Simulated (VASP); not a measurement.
Write the native input for VASP 6.6.1 that does the following.

```yaml
Task: single point
Functional: PBE
Potentials_or_basis: VASP PAW PBE potentials, release 64 (Ta_pv, H)
Cutoff: 520 eV
k_mesh: 6 × 6 × 1
Occupations: gaussian, width 0.1 eV
Spin: no spin polarisation
Dipole_correction: yes
Further_INCAR_settings: ALGO = Normal; EDIFF = 1e-07; NBANDS = 42
```

The structure of Ta6H lies in POSCAR:

```
Ta6H
1.0
    4.6937283341      0.0000000000      0.0000000000
   -2.3468641670      4.0648879758      0.0000000000
    0.0000000000      0.0000000000     19.9881921123
Ta H
6 1
Direct
    0.6666666667      0.3333333333      0.2001181486
    0.3333333333      0.6666666667      0.2480516124
    0.0000000000      0.0000000000      0.2959850763
    0.6666666667      0.3333333333      0.3401842451
    0.3333333333      0.6666666667      0.3819724402
    0.0000000000      0.0000000000      0.4246603227
    0.1111111111      0.2222222222      0.5043802132
```

One way to write it, as run:

INCAR

```
PREC     = Accurate       # precision mode
ENCUT    = 520            # plane-wave cutoff, eV
EDIFF    = 1E-7           # SCF threshold, eV
ISMEAR   = 0              # smearing method
SIGMA    = 0.1            # smearing width, eV
LREAL    = False          # projectors in reciprocal space
LASPH    = True           # aspherical terms in the spheres
NELM     = 100            # most SCF steps
ALGO     = Normal         # electronic algorithm
ISIF     = 2              # what is computed and relaxed
LWAVE    = False          # write WAVECAR
LCHARG   = False          # write CHGCAR
LDIPOL   = True         
IDIPOL   = 3            
DIPOL    = 0.5 0.5 0.342
GGA      = PE             # functional
NBANDS   = 42             # bands
```

KPOINTS

```
Automatic mesh
0
Gamma
  6 6 1
```

Potentials or basis: VASP PAW PBE potentials, release 64 (Ta_pv, H).

The run is started by

```sh
$ cat potpaw_PBE.64/Ta_pv/POTCAR potpaw_PBE.64/H/POTCAR > POTCAR
$ mpirun -np 1 vasp_std > vasp.out
```

Results of the run:

```json
{"Largest force": "2.282 eV/Å"}
```

Wall time 4.5 min on 1 thread of AMD EPYC 9R45 96-Core Processor (Zen 5), with other jobs on the host, peak memory 0.52 GiB.
